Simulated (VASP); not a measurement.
Runs of VASP 6.6.1 on TaSi (zincblende type). The structure is that of space group F-43m (No. 216), or close to it. The cells are those of the table. 

```tsv
task	cell	cutoff (eV)	gap on the mesh (eV)	pressure (GPa)
relaxation of cell and atoms	relaxed to 430 GPa from a = 2.922 Å, angles 60.0°, 2 atoms	600	none	429.9
single point	a = 2.980 Å, angles 60.0°, 2 atoms	520	none	(a)
relaxation of cell and atoms	relaxed to 430 GPa from a = 2.980 Å, angles 60.0°, 2 atoms	600	none	430.0
single point	a = 2.978 Å, angles 60.0°, 2 atoms	520	none	442.9
```

Alike in all rows: level PBE; potentials or basis VASP PAW PBE potentials, release 64 (Ta_pv, Si); no spin polarisation; k mesh 14 × 14 × 14; smearing fermi-dirac 0.1 eV.

Problem. Estimate the missing entries.

Solution. (a) 439.6.

Caveats: spin-orbit coupling is left out, which moves the levels of the heavy elements; the cell is relaxed towards a set pressure, so the enthalpy falls and the energy may rise (some runs).

A k mesh can miss the band edges, and the runs leave out spin-orbit coupling on Ta.

A gap of «none» marks levels without a gap at the run's occupations.
